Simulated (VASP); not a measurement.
# Cd3SbSe4 (P1) in VASP: single point with r2SCAN

Aim: the single point of Cd3SbSe4 with r2SCAN.

Everything below comes from runs of VASP 6.6.1. Logs are shortened: lines on timing, memory, paths and dates and some standing lists are left out, and cuts for length are marked.

### Step 1. The cell of the first run

The typed cell holds 8 atoms: a = 6.077 Å, b = 6.027 Å, c = 7.333 Å, α = 64.48°, β = 64.49°, γ = 88.41°.

### Step 2. Single point, r2SCAN

POSCAR

```
Cd3SbSe4
1.0
    0.0841471900      6.0767356200     -0.0182371900
    6.0259761500      0.0841471900     -0.0308766700
    3.0858245200      3.0986114100     -5.8867323100
Cd Sb Se
3 1 4
Direct
    0.4663340000      0.5237840000      0.9642410000
    0.7014560000      0.2740680000      0.4867540000
    0.2247350000      0.6999540000      0.5332230000
    0.0161290000      0.0046500000      0.9778790000
    0.6646750000      0.6593360000      0.2300720000
    0.3478740000      0.8260360000      0.7865830000
    0.1301550000      0.1343720000      0.2762070000
    0.8830350000      0.3928000000      0.7902740000
```

INCAR.step1

```
  PREC = Accurate
  ENCUT = 520
  ISMEAR = 1
  SIGMA = 0.0794
  LREAL = F
  LASPH = T
  NELM = 100
  NBANDS = 42
  GGA = PE
  ALGO = Normal
  EDIFF = 1E-4
  LWAVE = T
  LCHARG = F
```

INCAR.step2

```
  PREC = Accurate
  ENCUT = 520
  EDIFF = 1E-6
  ISMEAR = 1
  SIGMA = 0.0794
  LREAL = F
  LASPH = T
  NELM = 100
  ALGO = Normal
  ISIF = 2
  LWAVE = F
  LCHARG = T
  METAGGA = R2SCAN
  LMIXTAU = T
  LELF = T
  LVHAR = T
  NBANDS = 42
  ISTART = 1
```

KPOINTS

```
Automatic mesh
0
Gamma
  4 4 3
  0.5 0.5 0
```

Potentials or basis: VASP PAW PBE potentials, release 64 (Cd, Sb, Se).

On the command line:

```
cat potpaw_PBE.64/Cd/POTCAR potpaw_PBE.64/Sb/POTCAR potpaw_PBE.64/Se/POTCAR > POTCAR
cp INCAR.step1 INCAR
mpirun -np 1 vasp_std > vasp.out
cp INCAR.step2 INCAR
mpirun -np 1 vasp_std > vasp.out
```

OUTCAR:

```text
PREC = Accurate
   ENCUT = 520
   EDIFF = 1E-6
   ISMEAR = 1
   LREAL = F
   LASPH = T
   NELM = 100
   ISIF = 2
   METAGGA = R2SCAN
   ISTART = 1

 ion  position               nearest neighbor table
   1  0.466  0.524  0.964-   6 2.06   7 2.56   8 2.58   5 3.06   3 3.78
   2  0.701  0.274  0.487-   5 2.36   7 2.72   6 2.81   8 3.20
   3  0.225  0.700  0.533-   8 2.26   6 2.65   7 2.71   5 2.73   1 3.78
   4  0.016  0.005  0.978-   5 2.42   6 2.44   8 2.47   7 2.95
   5  0.665  0.659  0.230-   2 2.36   4 2.42   3 2.73   1 3.06
   6  0.348  0.826  0.787-   1 2.06   4 2.44   3 2.65   2 2.81
   7  0.130  0.134  0.276-   1 2.56   3 2.71   2 2.72   4 2.95
   8  0.883  0.393  0.790-   3 2.26   4 2.47   1 2.58   2 3.20

  LATTYP: Found a triclinic cell.
 ALAT       =     6.0773455669
 B/A-ratio  =     1.3885985529
 C/A-ratio  =     1.2066620599
 COS(alpha) =     0.0025669287
 COS(beta)  =     0.4307325583
 COS(gamma) =     0.7002823746

  Lattice vectors:

 A1 = (  -0.0841471900,  -6.0767356200,   0.0182371900)
 A2 = (   5.9418289600,  -5.9925884300,  -0.0126394800)
 A3 = (  -3.0858245200,  -3.0986114100,   5.8867323100)

Analysis of symmetry for initial positions (statically):
=====================================================================
 Subroutine PRICEL returns:
 Original cell was already a primitive cell.

 Routine SETGRP: Setting up the symmetry group for a
 triclinic supercell.

 Subroutine GETGRP returns: Found  1 space group operations
 (whereof  1 operations were pure point group operations)
 out of a pool of  2 trial point group operations.

The static configuration has the point symmetry C_1 .

Analysis of symmetry for dynamics (positions and initial velocities):
=====================================================================
 Subroutine PRICEL returns:
 Original cell was already a primitive cell.

 Routine SETGRP: Setting up the symmetry group for a
 triclinic supercell.

 Subroutine GETGRP returns: Found  1 space group operations
 (whereof  1 operations were pure point group operations)
 out of a pool of  2 trial point group operations.

The dynamic configuration has the point symmetry C_1 .

 Subroutine INISYM returns: Found  1 space group operations
 (whereof  1 operations are pure point group operations),
 and found     1 'primitive' translations

----------------------------------------------------------------------------------------

                                     Primitive cell

  volume of cell :     214.6135

  direct lattice vectors                    reciprocal lattice vectors
     0.084147190  6.076735620 -0.018237190    -0.001862311  0.164845306  0.085793740
     6.025976150  0.084147190 -0.030876670     0.166418262 -0.002045888  0.086159539
     3.085824520  3.098611410 -5.886732310    -0.000867116 -0.000499962 -0.170591239

  length of vectors
     6.077345567  6.026642737  7.333302321     0.185844045  0.187410484  0.170594175

  position of ions in fractional coordinates (direct lattice)
     0.466334000  0.523784000  0.964241000
     0.701456000  0.274068000  0.486754000
     0.224735000  0.699954000  0.533223000
     0.016129000  0.004650000  0.977879000
     0.664675000  0.659336000  0.230072000
     0.347874000  0.826036000  0.786583000
     0.130155000  0.134372000  0.276207000
     0.883035000  0.392800000  0.790274000

  ion indices of the primitive-cell ions
   primitive index   ion index
                 1           1
                 2           2
                 3           3
                 4           4
                 5           5
                 6           6
                 7           7
                 8           8

----------------------------------------------------------------------------------------

 KPOINTS: Automatic mesh

Automatic generation of k-mesh.
 Grid dimensions read from file:
 generate k-points for:    4    4    3

 Generating k-lattice:

  Cartesian coordinates                     Fractional coordinates (reciprocal lattice)
    -0.000465578  0.041211327  0.021448435     0.250000000 -0.000000000  0.000000000
     0.041604565 -0.000511472  0.021539885    -0.000000000  0.250000000  0.000000000
    -0.000289039 -0.000166654 -0.056863746     0.000000000  0.000000000  0.333333333

  Length of vectors
     0.046461011  0.046852621  0.056864725

  Shift w.r.t. Gamma in fractional coordinates (k-lattice)
     0.500000000  0.500000000  0.000000000

 Subroutine IBZKPT returns following result:
 ===========================================

 Found     24 irreducible k-points:

 Following reciprocal coordinates:
            Coordinates               Weight
  0.125000  0.125000  0.000000      2.000000
  0.375000  0.125000  0.000000      2.000000
 -0.375000  0.125000  0.000000      2.000000
 -0.125000  0.125000  0.000000      2.000000
  0.125000  0.375000 -0.000000      2.000000
  0.375000  0.375000 -0.000000      2.000000
[... 16 lines left out ...]
 -0.375000 -0.125000  0.333333      2.000000
 -0.125000 -0.125000  0.333333      2.000000
   k-points           NKPTS =     24   k-points in BZ     NKDIM =     24   number of bands    NBANDS=     42
   number of dos      NEDOS =    301   number of ions     NIONS =      8
   total plane-waves  NPLWV = 129024
   dimension x,y,z NGX =    48 NGY =   48 NGZ =   56
   dimension x,y,z NGXF=    96 NGYF=   96 NGZF=  112
   ions per type =               3   1   4
   NGX,Y,Z   is equivalent  to a cutoff of  13.13, 13.24, 12.70 a.u.
   NGXF,Y,Z  is equivalent  to a cutoff of  26.26, 26.48, 25.39 a.u.
 SYSTEM =  unknown system
   PREC   = accura    normal or accurate (medium, high low for compatibility)
   ISTART =      1    job   : 0-new  1-cont  2-samecut
   ICHARG =      0    charge: 1-file 2-atom 10-const
   ISPIN  =      1    spin polarized calculation?
   LNONCOLLINEAR =      F non collinear calculations
   LSORBIT =      F    spin-orbit coupling
   LASPH  =      T    aspherical Exc in radial PAW
   ENCUT  =  520.0 eV  38.22 Ry    6.18 a.u.  11.30 11.21 13.64*2*pi/ulx,y,z
   NELM   =    100;   NELMIN=  2; NELMDL=  0     # of ELM steps
   EDIFF  = 0.1E-05   stopping-criterion for ELM
   LREAL  =      F    real-space projection
[... 7 lines left out ...]
   TEBEG  =    0.0;   TEEND  =   0.0 temperature during run
   PSTRESS=    0.0 pullay stress
   NELECT =      65.0000    total number of electrons
   NUPDOWN=      -1.0000    fix difference up-down
   EMIN   =  10.00;   EMAX   =-10.00  energy-range for DOS
   EFERMI =   0.00;   METHOD = LEGACY
   ISMEAR =     1;   SIGMA  =   0.08  broadening in eV -4-tet -1-fermi 0-gaus
   EFERMI_NEDOS =   21; number of points for ismear=-14 and -15
   IALGO  =     38    algorithm
   IMIX   =      4    mixing-type and parameters
     AMIX     =   0.40;   BMIX     =  1.00
     AMIX_MAG =   1.60;   BMIX_MAG =  1.00
  volume/ion in A,a.u.               =      26.83       181.04
  Fermi-wavevector in a.u.,A,eV,Ry     =   1.099411  2.077586 16.445438  1.208706
  Thomas-Fermi vector in A             =   2.235806
   LORBIT       =      0    0 simple, 1 ext, 2 COOP (PROOUT), +10 PAW based schemes
   METAGGA = R2SCAN    functional components
   LHFCALC =     F    Hartree Fock is set to
   AEXX    =    0.0000 exact exchange contribution
   IVDW    =     0    specifies the selected vdW correction
   LEPSILON=     F    determine dielectric tensor
   LRPA    =     F    only Hartree local field effects (RPA)
 non-spin polarized calculation
 Methfessel and Paxton  Order N= 1 SIGMA  =   0.08
  energy-cutoff  :      520.00
  volume of cell :      214.61
 maximum number of plane-waves:      5797
 NGX is ok and might be reduce to    48
   NGX = 23   NGY = 23   NGZ = 27

 number of electron      64.9999998 magnetization

 Free energy of the ion-electron system (eV)
  ---------------------------------------------------
  ext. energy  EPLUGINS =         0.00000000
  ---------------------------------------------------
  free energy    TOTEN  =      -141.23609457 eV

  energy without entropy =     -141.23401570  energy(sigma->0) =     -141.23540162

 E-fermi :   4.1689     XC(G=0):  -9.6797

 val. band max:        4.1533120902   @ k =   0.1250   0.3750  -0.0000
 cond. band min:       4.1755222622   @ k =  -0.3750   0.3750   0.3333
 fundamental gap:      0.0222101720
 Fermi energy:         4.1689164281

 k-point     1 :       0.1250    0.1250    0.0000
  band No.  band energies     occupation
      1     -12.7838      2.00000
      2     -11.8107      2.00000
      3     -11.4043      2.00000
      4     -10.2993      2.00000
      5      -7.6257      2.00000
      6      -7.0334      2.00000
[... 34 lines left out ...]
     41       8.0970      0.00000
     42       8.9518      0.00000

 k-point     2 :       0.3750    0.1250    0.0000
  band No.  band energies     occupation
      1     -12.6842      2.00000
      2     -11.8779      2.00000
      3     -11.4603      2.00000
      4     -10.3162      2.00000
      5      -7.6626      2.00000
      6      -7.0490      2.00000
[... 34 lines left out ...]
     41       8.3048      0.00000
     42       8.5092      0.00000

 k-point     3 :      -0.3750    0.1250    0.0000
  band No.  band energies     occupation
      1     -12.6816      2.00000
      2     -11.9264      2.00000
      3     -11.4139      2.00000
      4     -10.3120      2.00000
      5      -7.7140      2.00000
      6      -7.0445      2.00000
[... 34 lines left out ...]
     41       8.4487      0.00000
     42       8.6354      0.00000

 k-point     4 :      -0.1250    0.1250    0.0000
  band No.  band energies     occupation
      1     -12.7836      2.00000
      2     -11.8545      2.00000
      3     -11.3597      2.00000
      4     -10.2956      2.00000
      5      -7.6835      2.00000
      6      -7.0254      2.00000
[... 844 lines left out ...]
     41       8.2021      0.00000
     42       8.4906      0.00000

 k-point    23 :      -0.3750   -0.1250    0.3333
  band No.  band energies     occupation
      1     -12.7001      2.00000
      2     -11.8695      2.00000
      3     -11.4223      2.00000
      4     -10.3394      2.00000
      5      -7.7108      2.00000
      6      -7.0484      2.00000
[... 34 lines left out ...]
     41       8.0284      0.00000
     42       8.5388      0.00000

 k-point    24 :      -0.1250   -0.1250    0.3333
  band No.  band energies     occupation
      1     -12.7236      2.00000
      2     -11.7997      2.00000
      3     -11.4881      2.00000
      4     -10.3213      2.00000
      5      -7.6548      2.00000
      6      -7.0358      2.00000
[... 34 lines left out ...]
     41       8.4169      0.00000
     42       8.7613      0.00000

------------------------ aborting loop because EDIFF is reached ----------------------------------------

  FORCE on cell =-STRESS in cart. coord.  units (eV):
  Direction    XX          YY          ZZ          XY          YZ          ZX
  --------------------------------------------------------------------------------------
  -------------------------------------------------------------------------------------
  Total       27.1234686     22.1395710     20.6065155    -11.1271713     -2.3907815     13.0074742
  in kB      202.4877562    165.2809280    153.8360429    -83.0688719    -17.8481591     97.1061004
  external PRESSURE =     173.8682424 kB  Pullay stress =       0.0000000 kB

 VOLUME and BASIS-vectors are now :
 -----------------------------------------------------------------------------
  energy-cutoff  :      520.00
  volume of cell :      214.61
      direct lattice vectors                 reciprocal lattice vectors
     0.084147190  6.076735620 -0.018237190    -0.001862311  0.164845306  0.085793740
     6.025976150  0.084147190 -0.030876670     0.166418262 -0.002045888  0.086159539
     3.085824520  3.098611410 -5.886732310    -0.000867116 -0.000499962 -0.170591239

 POSITION                                       TOTAL-FORCE (eV/Angst)
 -----------------------------------------------------------------------------------
      6.17103      5.86567     -5.70091        -5.677306      6.083055     -5.171031
      3.21259      5.79389     -2.88665        -1.631168      1.517864     -1.703849
      5.88225      3.07681     -3.16465         1.884490      1.854494      2.897633
      3.04694      3.12847     -5.75695         1.627490      1.197928     -0.553121
      4.73904      4.80744     -1.38685        -0.158007     -3.027305     -0.171122
      7.43420      4.62076     -4.66225         4.447470     -3.726969      6.825720
      1.67300      1.65808     -1.63248         0.070797      0.099417     -1.262336
      4.87996      7.84778     -4.68036        -0.563766     -3.998485     -0.861893
 -----------------------------------------------------------------------------------
    total drift:                               -0.000720      0.000342     -0.000894

  FREE ENERGIE OF THE ION-ELECTRON SYSTEM (eV)
  ---------------------------------------------------
  free  energy   TOTEN  =      -141.2360945731 eV

  energy  without entropy=     -141.2340156995  energy(sigma->0) =     -141.23540162
```

Run time: 21 min. Hardware: 1 thread of Intel Xeon Platinum 8175M at 2.50GHz (Skylake/Cascade Lake), shared host; peak memory 0.48 GiB.

What came out:

- Free energy: -141.2361 eV
- Pressure: 17.4 GPa
- Largest force: 9.797 eV/Å
- Band gap on the k mesh: zero (an odd number of electrons rules out a gap without spin polarisation)

Forces on the atoms (eV/Å):
```
Cd  -5.677  6.083 -5.171
Cd  -1.631  1.518 -1.704
Cd   1.884  1.854  2.898
Sb   1.627  1.198 -0.553
Se  -0.158 -3.027 -0.171
Se   4.447 -3.727  6.826
Se   0.071  0.099 -1.262
Se  -0.564 -3.998 -0.862
```

Caveat: the cell stands under pressure; the PAW data sets were made with another functional, which shifts forces and pressure a little; spin-orbit coupling is left out, which moves the levels of the heavy elements.

The gap in the log of VASP goes by the Fermi energy; the results here count the filled bands.